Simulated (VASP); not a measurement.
Set up this calculation in VASP 6.6.1, as the native input.

| Property | Result |
| --- | --- |
| Task | relaxation of cell and atoms |
| Functional | PBE |
| Potentials or basis | VASP PAW PBE potentials, release 64 (Rb_sv, Si) |
| Cutoff | 600 eV |
| k mesh | 6 × 6 × 2 |
| Occupations | gaussian, width 0.1 eV |
| Spin | no spin polarisation |
| Dipole correction | no |
| Further INCAR settings | ALGO = Normal; EDIFF = 1e-06; IBRION = 2; EDIFFG = -0.04; NSW = 90; ISIF = 3 |

The structure of Rb3Si2 lies in POSCAR:

```
Rb3Si2
1.0
    4.1213552600      0.0000000000      0.0000000000
   -2.0606776300      3.5691983500      0.0000000000
    0.0000000000      0.0000000000      7.5102464600
Rb Si
3 2
Direct
    0.5000000000      0.0000000000      0.5000000000
    0.0000000000      0.5000000000      0.5000000000
    0.5000000000      0.5000000000      0.5000000000
    0.0000000000      0.0000000000      0.8513043900
    0.0000000000      0.0000000000      0.1486956100
```

The cell was generated, and may not be a known phase.

One way to write it, as run:

INCAR

```
SYSTEM = Rb3Si2
ALGO = Normal ; EDIFF = 1E-6
EDIFFG = -0.04 ; ENCUT = 600
GGA = PE ; IBRION = 2
ISIF = 3 ; ISMEAR = 0
LASPH = .TRUE. ; LCHARG = .FALSE.
LREAL = .FALSE. ; LWAVE = .FALSE.
NELM = 80 ; NSW = 90
PREC = Accurate ; SIGMA = 0.1
```

KPOINTS

```
k-points
0
G
  6 6 2
  0 0 0
```

Potentials or basis: VASP PAW PBE potentials, release 64 (Rb_sv, Si).

Command:

```sh
$ cat potpaw_PBE.64/Rb_sv/POTCAR potpaw_PBE.64/Si/POTCAR > POTCAR
$ mpirun -np 1 vasp_std > vasp.out
```

It gave:

The relaxed volume is 43.79 Å³/atom. The relaxed cell is a = 7.280 Å, b = 7.280 Å, c = 4.770 Å, α = 90.00°, β = 90.00°, γ = 120.00°. The space group after relaxing (to 0.1 Å) is P6/mmm (No. 191), the energy gained by relaxing is 7511.7 meV/atom and the ionic steps are 28. The pressure after relaxing is -0.1 GPa, the largest force after relaxing is 0.039 eV/Å and the band gap on the k mesh is zero (an odd number of electrons rules out a gap without spin polarisation).

Caveat: the k points lie up to 0.66 Å⁻¹ apart in the final cell, too coarse for converged energies and pressures of a metal; the volume moved by over 15 % at a fixed basis, so the end points are rough.

It took 8.5 min on 1 thread of Intel(R) Xeon(R) Platinum 8488C (Sapphire Rapids), on a shared host, peak memory 0.28 GiB.
